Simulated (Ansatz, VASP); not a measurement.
# Sb3As: VASP beside Ansatz

INCAR

```
PREC     = Accurate       # precision mode
ENCUT    = 600            # plane-wave cutoff, eV
EDIFF    = 1E-6           # SCF threshold, eV
ISMEAR   = 0              # smearing method
SIGMA    = 0.1            # smearing width, eV
LREAL    = F              # projectors in reciprocal space
LASPH    = T              # aspherical terms in the spheres
NELM     = 100            # most SCF steps
ALGO     = Normal         # electronic algorithm
ISIF     = 3              # what is computed and relaxed
LWAVE    = F              # write WAVECAR
LCHARG   = F              # write CHGCAR
GGA      = PE             # functional
IBRION   = 2              # ionic algorithm
NSW      = 100            # ionic steps
EDIFFG   = -0.01          # ionic threshold
```

KPOINTS

```
Automatic mesh
0
Gamma
  10 10 10
```

POSCAR

```
Sb3As
1.0
    4.6728333882      0.0000000000      0.0000000000
    0.0000000000      4.6728333882      0.0000000000
    0.0000000000      0.0000000000      4.6728333882
Sb As
3 1
Direct
    0.0000000000      0.5000000000      0.5000000000
    0.5000000000      0.0000000000      0.5000000000
    0.5000000000      0.5000000000      0.0000000000
    0.0000000000      0.0000000000      0.0000000000
```

Input for Ansatz:

```yaml
crystal:
  lattice:
    - [4.6728333882, 0.0, 0.0]
    - [0.0, 4.6728333882, 0.0]
    - [0.0, 0.0, 4.6728333882]
  atoms:
    - { symbol: Sb, position: [0.0, 0.5, 0.5] }
    - { symbol: Sb, position: [0.5, 0.0, 0.5] }
    - { symbol: Sb, position: [0.5, 0.5, 0.0] }
    - { symbol: As, position: [0.0, 0.0, 0.0] }
basis:
  ecutwfc: 420
kpoints:
  mp_grid: { grid: [10, 10, 10] }
hamiltonian:
  xc: pbe
scf:
  occupations: { method: gaussian, width: 0.1 }
output:
  forces: true
  stress: true
  eigenvalues: true
  write_density: true
  write_potential: true
  elf: true
  volumetric_format: npy
relax:
  adjacent_minimum: "off"
  f_tol: 0.01
  max_steps: 80
  cell: { stress_tol: 0.05 }
```

Alike in both runs: task relaxation of cell and atoms; functional PBE; k mesh 10 × 10 × 10; occupations gaussian, width 0.1 eV; no spin polarisation.

|  | VASP | Ansatz |
| --- | --- | --- |
| version | VASP 6.6.1 | Ansatz 0.2.0 |
| potentials or method | VASP PAW PBE potentials, release 64 (Sb, As), cutoff 600 eV | scalar-relativistic, plane waves, PAW |
| valence electrons in the cell | 20 | 60 |

Ansatz gave:

- gap on the k mesh at the Fermi level, each at its own relaxed structure (eV): none
- relaxed volume (Å³/atom): 25.46
- relaxed cell length with the largest relative difference (Å): 4.670

What did VASP give for the same quantities?

gap on the k mesh at the Fermi level, each at its own relaxed structure (eV): none; relaxed volume (Å³/atom): 25.41; relaxed cell length with the largest relative difference (Å): 4.667.

A gap of «none» marks a metal or a gap that the smearing closes. VASP's potentials hold 20 valence electrons a cell and Ansatz's 60, so a difference there can come from the potentials and not from the codes.

Spin-orbit coupling is off throughout.
